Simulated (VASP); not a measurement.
Input of a VASP 6.6.1 run:

INCAR

```
ALGO = Normal
EDIFF = 1E-6
EDIFFG = -0.01
ENCUT = 600
GGA = PE
IBRION = 2
ISIF = 3
ISMEAR = 0
LASPH = True
LCHARG = False
LREAL = False
LWAVE = False
NELM = 100
NSW = 100
PREC = Accurate
SIGMA = 0.1
```

The input KPOINTS:

```
k-points
0
Gamma
  8 8 8
```

The input POSCAR:

```
SnS4
1.0
    4.8390816770      0.0000000000      0.0000000000
    0.0000000000      4.8390816770      0.0000000000
    0.0000000000      0.0000000000      4.8390816770
Sn S
1 4
Direct
    0.0000000000      0.0000000000      0.0000000000
    0.2931487168      0.2931487168      0.2931487168
    0.7068512832      0.7068512832      0.2931487168
    0.2931487168      0.7068512832      0.7068512832
    0.7068512832      0.2931487168      0.7068512832
```

Potentials or basis: VASP PAW PBE potentials, release 64 (Sn_d, S).

The run is started by

```bash
$ cat potpaw_PBE.64/Sn_d/POTCAR potpaw_PBE.64/S/POTCAR > POTCAR
$ mpirun -np 1 vasp_std > vasp.out
```

Problem. Estimate the relaxed cell.

Solution. a = 4.826 Å, b = 4.826 Å, c = 4.826 Å, α = 90.00°, β = 90.00°, γ = 90.00°.

Problem. What does it give for the band gap on the k mesh?

Solution. Zero (band 19 reaches 4.99 eV, above the bottom of band 20 at 4.15 eV).

Problem. Predict the space group after relaxing (to 0.05 Å).

Solution. P-43m (No. 215).

Problem. What does it give for the relaxed volume?

Solution. 22.48 Å³/atom.

Forces on the atoms (eV/Å):
```
Sn   0.000  0.000  0.000
S    0.005  0.005  0.005
S   -0.005 -0.005  0.005
S    0.005 -0.005 -0.005
S   -0.005  0.005 -0.005
```

Caveat: spin-orbit coupling is left out, which moves the levels of the heavy elements.
